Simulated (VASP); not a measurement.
# InO2 in VASP: relaxation of cell and atoms with PBE

Aim: the relaxation of cell and atoms of InO2 with PBE.

Program: VASP 6.6.1. These are calculated values, not measurements. Logs are shortened: lines on timing, memory, paths and dates and some standing lists are left out, and cuts for length are marked.

**1. The cell of the first run**

The cell holds a slab with vacuum, 3 atoms: a = 2.390 Å, b = 2.390 Å, c = 11.763 Å, α = 90.00°, β = 90.00°, γ = 120.00°.

The cell was generated, and may not be a known phase.

**2. Relaxation of cell and atoms, PBE, collinear spin, ferromagnetic start**

The input, INCAR:

```
SYSTEM = InO2
PREC = Accurate ; ENCUT = 600
EDIFF = 1E-7 ; ISMEAR = 0
SIGMA = 0.1 ; LREAL = .False.
LASPH = .True. ; NELM = 150
ALGO = Normal ; ISIF = 3
LWAVE = .False. ; LCHARG = .False.
ISPIN = 2 ; MAGMOM = 0 1 1
LORBIT = 11 ; GGA = PE
IBRION = 2 ; NSW = 90
EDIFFG = -0.04
```

The input, KPOINTS:

```
Automatic mesh
0
Gamma
  12 12 2
  0 0 0
```

The input, POSCAR:

```
InO2
1.0
    2.3897924200      0.0000000000      0.0000000000
   -1.1948962100      2.0696209500      0.0000000000
    0.0000000000      0.0000000000     11.7629553500
In O
1 2
Direct
    0.0000000000      0.0000000000      0.0000000000
    0.3333333300      0.6666666700      0.8978554600
    0.3333333300      0.6666666700      0.1021445400
```

Potentials or basis: VASP PAW PBE potentials, release 64 (In_d, O).

Launch:

```
$ cat potpaw_PBE.64/In_d/POTCAR potpaw_PBE.64/O/POTCAR > POTCAR
$ mpirun -np 1 vasp_std > vasp.out
```

OUTCAR:

```text
SYSTEM = InO2
   PREC = Accurate
   ENCUT = 600
   EDIFF = 1E-7
   ISMEAR = 0
   LREAL = .False.
   LASPH = .True.
   NELM = 150
   ISIF = 3
   ISPIN = 2
   LORBIT = 11
   GGA = PE
   IBRION = 2
   NSW = 90
   EDIFFG = -0.04

 ion  position               nearest neighbor table
   1  0.000  0.000  0.000-   2 1.83   3 1.83   2 1.83   3 1.83   2 1.83   3 1.83
   2  0.333  0.667  0.898-   1 1.83   1 1.83   1 1.83
   3  0.333  0.667  0.102-   1 1.83   1 1.83   1 1.83

  LATTYP: Found a hexagonal cell.
 ALAT       =     2.3897924200
 C/A-ratio  =     4.9221661478

  Lattice vectors:

 A1 = (   2.3897924200,   0.0000000000,   0.0000000000)
 A2 = (  -1.1948962100,   2.0696209500,   0.0000000000)
 A3 = (   0.0000000000,   0.0000000000,  11.7629553500)

Analysis of symmetry for initial positions (statically):
=====================================================================
 Subroutine PRICEL returns:
 Original cell was already a primitive cell.

 Routine SETGRP: Setting up the symmetry group for a
 hexagonal supercell.

 Subroutine GETGRP returns: Found 12 space group operations
 (whereof 12 operations were pure point group operations)
 out of a pool of 24 trial point group operations.

The static configuration has the point symmetry D_3h.

Analysis of symmetry for dynamics (positions and initial velocities):
=====================================================================
 Subroutine PRICEL returns:
 Original cell was already a primitive cell.

 Routine SETGRP: Setting up the symmetry group for a
 hexagonal supercell.

 Subroutine GETGRP returns: Found 12 space group operations
 (whereof 12 operations were pure point group operations)
 out of a pool of 24 trial point group operations.

The dynamic configuration has the point symmetry D_3h.

Analysis of structural, dynamic, and magnetic symmetry:
=====================================================================
 Subroutine PRICEL returns:
 Original cell was already a primitive cell.

 Routine SETGRP: Setting up the symmetry group for a
 hexagonal supercell.

 Subroutine GETGRP returns: Found 12 space group operations
 (whereof 12 operations were pure point group operations)
 out of a pool of 24 trial point group operations.

The overall configuration has the point symmetry D_3h.

 Subroutine INISYM returns: Found 12 space group operations
 (whereof 12 operations are pure point group operations),
 and found     1 'primitive' translations

----------------------------------------------------------------------------------------

                                     Primitive cell

  volume of cell :      58.1792

  direct lattice vectors                    reciprocal lattice vectors
     2.389792420  0.000000000  0.000000000     0.418446385  0.241590133  0.000000000
    -1.194896210  2.069620950  0.000000000     0.000000000  0.483180265  0.000000000
     0.000000000  0.000000000 11.762955350     0.000000000  0.000000000  0.085012649

  length of vectors
     2.389792420  2.389792424 11.762955350     0.483180266  0.483180265  0.085012649

  position of ions in fractional coordinates (direct lattice)
     0.000000000  0.000000000  0.000000000
     0.333333330  0.666666670  0.897855460
     0.333333330  0.666666670  0.102144540

  ion indices of the primitive-cell ions
   primitive index   ion index
                 1           1
                 2           2
                 3           3

----------------------------------------------------------------------------------------

 KPOINTS: Automatic mesh

Automatic generation of k-mesh.
 Grid dimensions read from file:
 generate k-points for:   12   12    2

 Generating k-lattice:

  Cartesian coordinates                     Fractional coordinates (reciprocal lattice)
     0.034870532  0.020132511  0.000000000     0.083333333  0.000000000  0.000000000
     0.000000000  0.040265022  0.000000000     0.000000000  0.083333333  0.000000000
     0.000000000  0.000000000  0.042506325     0.000000000  0.000000000  0.500000000

  Length of vectors
     0.040265022  0.040265022  0.042506325

  Shift w.r.t. Gamma in fractional coordinates (k-lattice)
     0.000000000  0.000000000  0.000000000

 Subroutine IBZKPT returns following result:
 ===========================================

 Found     38 irreducible k-points:

 Following reciprocal coordinates:
            Coordinates               Weight
  0.000000  0.000000  0.000000      1.000000
  0.083333  0.000000  0.000000      6.000000
  0.166667  0.000000  0.000000      6.000000
  0.250000 -0.000000  0.000000      6.000000
  0.333333 -0.000000  0.000000      6.000000
  0.416667  0.000000  0.000000      6.000000
[... 16 lines left out ...]
  0.250000 -0.000000  0.500000      6.000000
  0.333333 -0.000000  0.500000      6.000000
 [... further k-points ...]
   k-points           NKPTS =     38   k-points in BZ     NKDIM =     38   number of bands    NBANDS=     17
   number of dos      NEDOS =    301   number of ions     NIONS =      3
   total plane-waves  NPLWV =  38400
   dimension x,y,z NGX =    20 NGY =   20 NGZ =   96
   dimension x,y,z NGXF=    40 NGYF=   40 NGZF=  192
   ions per type =               1   2
   NGX,Y,Z   is equivalent  to a cutoff of  13.91, 13.91, 13.57 a.u.
   NGXF,Y,Z  is equivalent  to a cutoff of  27.83, 27.83, 27.14 a.u.
 SYSTEM =  InO2
   PREC   = accura    normal or accurate (medium, high low for compatibility)
   ISTART =      0    job   : 0-new  1-cont  2-samecut
   ICHARG =      2    charge: 1-file 2-atom 10-const
   ISPIN  =      2    spin polarized calculation?
   LNONCOLLINEAR =      F non collinear calculations
   LSORBIT =      F    spin-orbit coupling
   LASPH  =      T    aspherical Exc in radial PAW
   ENCUT  =  600.0 eV  44.10 Ry    6.64 a.u.   4.77  4.77 23.49*2*pi/ulx,y,z
   NELM   =    150;   NELMIN=  2; NELMDL= -5     # of ELM steps
   EDIFF  = 0.1E-06   stopping-criterion for ELM
   LREAL  =      F    real-space projection
   EDIFFG = -.4E-01   stopping-criterion for IOM
   NSW    =     90    number of steps for IOM
   IBRION =      2    ionic relax: 0-MD 1-quasi-New 2-CG
   NFREE  =      1    steps in history (QN), initial steepest desc. (CG)
   ISIF   =      3    stress and relaxation
   ISYM   =      2    0-nonsym 1-usesym 2-fastsym
   POTIM  = 0.5000    time-step for ionic-motion
   TEBEG  =    0.0;   TEEND  =   0.0 temperature during run
   PSTRESS=    0.0 pullay stress
   NELECT =      25.0000    total number of electrons
   NUPDOWN=      -1.0000    fix difference up-down
   EMIN   =  10.00;   EMAX   =-10.00  energy-range for DOS
   EFERMI =   0.00;   METHOD = LEGACY
   ISMEAR =     0;   SIGMA  =   0.10  broadening in eV -4-tet -1-fermi 0-gaus
   EFERMI_NEDOS =   21; number of points for ismear=-14 and -15
   IALGO  =     38    algorithm
   IMIX   =      4    mixing-type and parameters
     AMIX     =   0.40;   BMIX     =  1.00
     AMIX_MAG =   1.60;   BMIX_MAG =  1.00
  volume/ion in A,a.u.               =      19.39       130.87
  Fermi-wavevector in a.u.,A,eV,Ry     =   1.235376  2.334521 20.764571  1.526153
  Thomas-Fermi vector in A             =   2.370028
   LORBIT       =     11    0 simple, 1 ext, 2 COOP (PROOUT), +10 PAW based schemes
   GGA     = PE    functional components
   LHFCALC =     F    Hartree Fock is set to
   AEXX    =    0.0000 exact exchange contribution
   IVDW    =     0    specifies the selected vdW correction
   LEPSILON=     F    determine dielectric tensor
   LRPA    =     F    only Hartree local field effects (RPA)
 conjugate gradient relaxation of ions
 spin polarized calculation
 Gauss-broadening in eV      SIGMA  =   0.10
  energy-cutoff  :      600.00
  volume of cell :       58.18
 maximum number of plane-waves:      1955
 NGX is ok and might be reduce to    20
   NGX =  9   NGY =  9   NGZ = 47

--------------------------------------- Ionic step        1  -------------------------------------------

 number of electron      25.0000004 magnetization       0.9996164

 Free energy of the ion-electron system (eV)
  ---------------------------------------------------
  ext. energy  EPLUGINS =         0.00000000
  ---------------------------------------------------
  free energy    TOTEN  =        -1.58225744 eV

  energy without entropy =       -1.57472545  energy(sigma->0) =       -1.57849145

------------------------ aborting loop because EDIFF is reached ----------------------------------------

  FORCE on cell =-STRESS in cart. coord.  units (eV):
  Direction    XX          YY          ZZ          XY          YZ          ZX
  --------------------------------------------------------------------------------------
  -------------------------------------------------------------------------------------
  Total       50.4291670     50.4291672     31.3133493      0.0000000      0.0000000      0.0000000
  in kB     1388.7527672   1388.7527733    862.3283507      0.0000000      0.0000000      0.0000000
  external PRESSURE =    1213.2779637 kB  Pullay stress =       0.0000000 kB
[... 3980 lines left out ...]
      3      -9.8300      1.00000
      4      -9.8165      1.00000
      5      -9.7802      1.00000
      6      -9.6594      1.00000
[... 9 lines left out ...]
     16      10.2098      0.00000
     17      14.4981      0.00000

 [... further k-points ...]

[... ionic steps 4 to 59 ...]

--------------------------------------- Ionic step       60  -------------------------------------------

 number of electron      24.9999990 magnetization      -0.0000000

 number of electron      24.9999990 magnetization       0.0000000

------------------------ aborting loop because EDIFF is reached ----------------------------------------

  FORCE on cell =-STRESS in cart. coord.  units (eV):
  Direction    XX          YY          ZZ          XY          YZ          ZX
  --------------------------------------------------------------------------------------
  -------------------------------------------------------------------------------------
  Total       -0.1499753     -0.1499753      0.5910378      0.0000000     -0.0000000     -0.0000000
  in kB       -6.2196103     -6.2196103     24.5108658      0.0000000     -0.0000000     -0.0000000
  external PRESSURE =       4.0238817 kB  Pullay stress =       0.0000000 kB
[... 63 lines left out ...]
--------------------------------------- Ionic step       62  -------------------------------------------

 number of electron      24.9999989 magnetization      -0.0000000

 number of electron      24.9999989 magnetization       0.0000000

 Free energy of the ion-electron system (eV)
  ---------------------------------------------------
  ext. energy  EPLUGINS =         0.00000000
  ---------------------------------------------------
  free energy    TOTEN  =       -14.65862773 eV

  energy without entropy =      -14.65862773  energy(sigma->0) =      -14.65862773

 E-fermi :   4.7378     XC(G=0): -10.6819

 val. band max:        4.2848360254   @ k =   0.5000  -0.0000   0.0000
 cond. band min:       5.5151028189   @ k =   0.0000   0.0000   0.0000
 fundamental gap:      1.2302667936
 Fermi energy:         4.7377511863

 spin component 1

 k-point     1 :       0.0000    0.0000    0.0000
  band No.  band energies     occupation
      1     -14.0635      1.00000
      2     -11.3928      1.00000
      3      -8.4812      1.00000
      4      -8.4812      1.00000
      5      -8.3693      1.00000
      6      -8.0451      1.00000
[... 985 lines left out ...]
  FREE ENERGIE OF THE ION-ELECTRON SYSTEM (eV)
  ---------------------------------------------------
  free  energy   TOTEN  =       -14.6586277289 eV

  energy  without entropy=      -14.6586277289  energy(sigma->0) =      -14.65862773

 reached required accuracy - stopping structural energy minimisation

 total charge

# of ion       s       p       d       tot
------------------------------------------
    1        0.664   0.677  10.055  11.395
    2        1.626   3.299   0.000   4.925
    3        1.626   3.299   0.000   4.925
--------------------------------------------------
tot          3.916   7.275  10.055  21.245

 magnetization (x)

# of ion       s       p       d       tot
------------------------------------------
    1       -0.000  -0.000   0.000  -0.000
    2        0.000  -0.000   0.000  -0.000
    3        0.000  -0.000   0.000  -0.000
--------------------------------------------------
tot         -0.000  -0.000   0.000  -0.000
```

It took 56 min on 1 thread of Intel Xeon Platinum 8559C (Emerald Rapids), shared host; peak memory 0.32 GiB.

What came out:

```yaml
Free_energy: -14.6586 eV
Relaxed_volume: 12.93 Å³/atom
Relaxed_cell: a = 3.200 Å, b = 3.200 Å, c = 4.371 Å, α = 90.00°, β = 90.00°, γ = 120.00°
Space_group_after_relaxing_to_0.1_Å: P-6m2 (No. 187)
Largest_force_after_relaxing: 0.010 eV/Å
Net_moment: 0.00 μB per cell
Valence_electrons_inside_the_program's_atomic_spheres: In 11.39; O 4.92
```

Forces on the atoms (eV/Å):
```
In   0.000  0.000  0.000
O    0.000  0.000 -0.010
O    0.000  0.000  0.010
```

Final structure:
```yaml
crystal:
  lattice:
    - [3.20039, 0.00000, 0.00000]
    - [-1.60020, 2.77162, 0.00000]
    - [0.00000, 0.00000, 4.37148]
  atoms:
    - { symbol: In, position: [0.00000, 0.00000, 0.00000] }
    - { symbol: O, position: [0.33333, 0.66667, 0.73102] }
    - { symbol: O, position: [0.33333, 0.66667, 0.26898] }
```

Caveat: the volume moved by over 15 % at a fixed basis, so the end points are rough; there is no dipole correction, which matters where the two faces differ; the relaxation moved the vacuum too, so the length across it says nothing of the material; spin-orbit coupling is left out, which moves the levels of the heavy elements.
